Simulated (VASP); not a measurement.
# HfSi3 (Pm-3m) in VASP: a series of runs, part 3 of 3

VASP 6.6.1. The steps go on from the part before.

### Step 6. Single point, PBEsol (volume scaled by 1.040)

File INCAR:

```
ALGO = Normal
EDIFF = 1E-6
ENCUT = 520
GGA = PS
ISIF = 2
ISMEAR = 0
LASPH = True
LCHARG = False
LREAL = False
LWAVE = False
NBANDS = 19
NELM = 80
PREC = Accurate
SIGMA = 0.05
```

File KPOINTS:

```
k-points
0
Gamma
  8 8 8
```

File POSCAR:

```
HfSi3
1.0
    3.9817223045      0.0000000000      0.0000000000
    0.0000000000      3.9817223045      0.0000000000
    0.0000000000      0.0000000000      3.9817223045
Hf Si
1 3
Direct
    0.0000000000      0.0000000000      0.0000000000
    0.0000000000      0.5000000000      0.5000000000
    0.5000000000      0.5000000000      0.0000000000
    0.5000000000      0.0000000000      0.5000000000
```

Potentials or basis: VASP PAW PBE potentials, release 64 (Hf_pv, Si).

Command:

```bash
$ cat potpaw_PBE.64/Hf_pv/POTCAR potpaw_PBE.64/Si/POTCAR > POTCAR
$ mpirun -np 1 vasp_std > vasp.out
```

OUTCAR:

```text
EDIFF = 1E-6
   ENCUT = 520
   GGA = PS
   ISIF = 2
   ISMEAR = 0
   LASPH = True
   LREAL = False
   NELM = 80
   PREC = Accurate

 ion  position               nearest neighbor table
   1  0.000  0.000  0.000-   2 2.82   3 2.82   4 2.82   2 2.82   4 2.82   2 2.82   3 2.82   2 2.82
                             3 2.82   4 2.82   4 2.82   3 2.82
   2  0.000  0.500  0.500-   1 2.82   3 2.82   4 2.82   1 2.82   3 2.82   1 2.82   4 2.82   1 2.82
                             3 2.82   4 2.82   3 2.82   4 2.82
   3  0.500  0.500  0.000-   1 2.82   2 2.82   4 2.82   2 2.82   4 2.82   1 2.82   4 2.82   4 2.82
                             1 2.82   2 2.82   2 2.82   1 2.82
   4  0.500  0.000  0.500-   1 2.82   2 2.82   3 2.82   1 2.82   3 2.82   2 2.82   3 2.82   3 2.82
                             1 2.82   2 2.82   1 2.82   2 2.82

  LATTYP: Found a simple cubic cell.
 ALAT       =     3.9817223045

  Lattice vectors:

 A1 = (   3.9817223045,   0.0000000000,   0.0000000000)
 A2 = (   0.0000000000,   3.9817223045,   0.0000000000)
 A3 = (   0.0000000000,   0.0000000000,   3.9817223045)

Analysis of symmetry for initial positions (statically):
=====================================================================
 Subroutine PRICEL returns:
[... 173 lines left out ...]

  energy without entropy =      -28.38654329  energy(sigma->0) =      -28.38885370

 E-fermi :   9.0515     XC(G=0): -11.4702

 val. band max:        9.0334233209   @ k =   0.2500   0.1250   0.0000
 cond. band min:       9.0612689778   @ k =   0.3750   0.3750   0.0000
 fundamental gap:      0.0278456570
 Fermi energy:         9.0515189563

 k-point     1 :       0.0000    0.0000    0.0000
  band No.  band energies     occupation
      1     -22.1981      2.00000
      2     -22.1981      2.00000
      3     -22.1981      2.00000
      4      -4.2755      2.00000
      5       3.0857      2.00000
      6       3.0857      2.00000
[... 505 lines left out ...]
      6       1.0099      2.00000
[... 11 lines left out ...]
     18      14.5260      0.00000
     19      15.9067      0.00000

 [... further k-points ...]
[... 5 lines left out ...]
  --------------------------------------------------------------------------------------
  -------------------------------------------------------------------------------------
  Total       -1.7401280     -1.7401280     -1.7401280      0.0000000     -0.0000000     -0.0000000
  in kB      -44.1650644    -44.1650644    -44.1650644      0.0000000     -0.0000000     -0.0000000
  external PRESSURE =     -44.1650644 kB  Pullay stress =       0.0000000 kB

 VOLUME and BASIS-vectors are now :
 -----------------------------------------------------------------------------
  energy-cutoff  :      520.00
  volume of cell :       63.13
      direct lattice vectors                 reciprocal lattice vectors
     3.981722304  0.000000000  0.000000000     0.251147600  0.000000000  0.000000000
     0.000000000  3.981722304  0.000000000     0.000000000  0.251147600  0.000000000
     0.000000000  0.000000000  3.981722304     0.000000000  0.000000000  0.251147600

 POSITION                                       TOTAL-FORCE (eV/Angst)
 -----------------------------------------------------------------------------------
      0.00000      0.00000      0.00000         0.000000      0.000000      0.000000
      0.00000      1.99086      1.99086         0.000000      0.000000      0.000000
      1.99086      1.99086      0.00000         0.000000      0.000000      0.000000
      1.99086      0.00000      1.99086         0.000000      0.000000      0.000000
 -----------------------------------------------------------------------------------
    total drift:                                0.000000     -0.000000      0.000000

  FREE ENERGIE OF THE ION-ELECTRON SYSTEM (eV)
  ---------------------------------------------------
  free  energy   TOTEN  =       -28.3911641126 eV

  energy  without entropy=      -28.3865432948  energy(sigma->0) =      -28.38885370
```

stdout:

```text
POSCAR found type information on POSCAR HfSi
 POSCAR found :  2 types and       4 ions
 scaLAPACK will be used
 -----------------------------------------------------------------------------
|                                                                             |
|                                                                             |
|     You enforced a specific xc type in the INCAR file but a different       |
|     I HOPE YOU KNOW WHAT YOU ARE DOING!                                     |
|                                                                             |
 -----------------------------------------------------------------------------

 LDA part: xc-table for (Slater+PW92), standard interpolation
 POSCAR, INCAR and KPOINTS ok, starting setup
 FFT: planning ... GRIDC
 FFT: planning ... GRID_SOFT
 FFT: planning ... GRID
 WAVECAR not read
 entering main loop
```

Wall time 25 s (1 thread of Intel Xeon Platinum 8488C (Sapphire Rapids), shared host); peak memory 0.18 GiB.

Results:

```yaml
Free_energy: -28.3912 eV
Pressure: -4.4 GPa
Band_gap_on_the_k_mesh: zero (band 11 reaches 9.89 eV, above the bottom of band 12 at 7.99 eV)
```

Caveat: the PAW data sets were made with another functional, which shifts forces and pressure a little; spin-orbit coupling is left out, which moves the levels of the heavy elements.

### Step 7. Overview

| cell | gap on the mesh (eV) | pressure (GPa) |
| --- | --- | --- |
| a = 3.930 Å, 4 atoms | none | 0.1 |
| a = 3.958 Å, 4 atoms | none | -2.5 |
| a = 3.956 Å, 4 atoms | none | -2.3 |
| a = 3.982 Å, 4 atoms | none | -4.4 |

Alike in all rows: task single point; level PBEsol; potentials or basis VASP PAW PBE potentials, release 64 (Hf_pv, Si); no spin polarisation; k mesh 8 × 8 × 8; cutoff (eV) 520; smearing gaussian 0.05 eV.

Caveats: the PAW data sets were made with another functional, which shifts forces and pressure a little; spin-orbit coupling is left out, which moves the levels of the heavy elements.

Total energies depend on the potentials used, so only differences within one code and one set of settings carry meaning.
